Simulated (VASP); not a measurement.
Input of a VASP 6.6.1 run:

The input INCAR:

```
SYSTEM = BN
PREC = Accurate
ENCUT = 520
EDIFF = 1E-7
ISMEAR = -1
SIGMA = 0.02
LREAL = .False.
LASPH = .True.
NELM = 80
ALGO = Normal
ISIF = 2
LWAVE = .False.
LCHARG = .False.
GGA = PE
IBRION = 2
NSW = 80
EDIFFG = -0.02
```

Contents of KPOINTS:

```
Automatic mesh
0
Gamma
  13 13 13
  0 0 0
```

POSCAR

```
BN
1.0
    0.0000000000      1.8075000000      1.8075000000
    1.8075000000      0.0000000000      1.8075000000
    1.8075000000      1.8075000000      0.0000000000
B N
1 1
Direct
    0.0000000000      0.0000000000      0.0000000000
    0.2500000000      0.2500000000      0.2500000000
```

Potentials or basis: VASP PAW PBE potentials, release 64 (B, N).

Run with:

```bash
$ cat potpaw_PBE.64/B/POTCAR potpaw_PBE.64/N/POTCAR > POTCAR
$ mpirun -np 1 vasp_std > vasp.out
```

Question: Predict the band gap on the k mesh.

Answer: 4.53 eV (least direct gap 8.82 eV).

Final structure:
```cif
data_structure
_symmetry_space_group_name_H-M 'P 1'
_symmetry_Int_Tables_number 1
_cell_length_a 2.5562
_cell_length_b 2.5562
_cell_length_c 2.5562
_cell_angle_alpha 60.000
_cell_angle_beta 60.000
_cell_angle_gamma 60.000
_cell_volume 11.81
loop_
_atom_site_label
_atom_site_type_symbol
_atom_site_fract_x
_atom_site_fract_y
_atom_site_fract_z
_atom_site_occupancy
B1 B 0.00000 0.00000 0.00000 1
N1 N 0.25000 0.25000 0.25000 1
```

Caveat: the relaxation stopped at its first step, so nothing moved; an odd mesh through Γ misses points on the zone boundary, where band edges can lie.
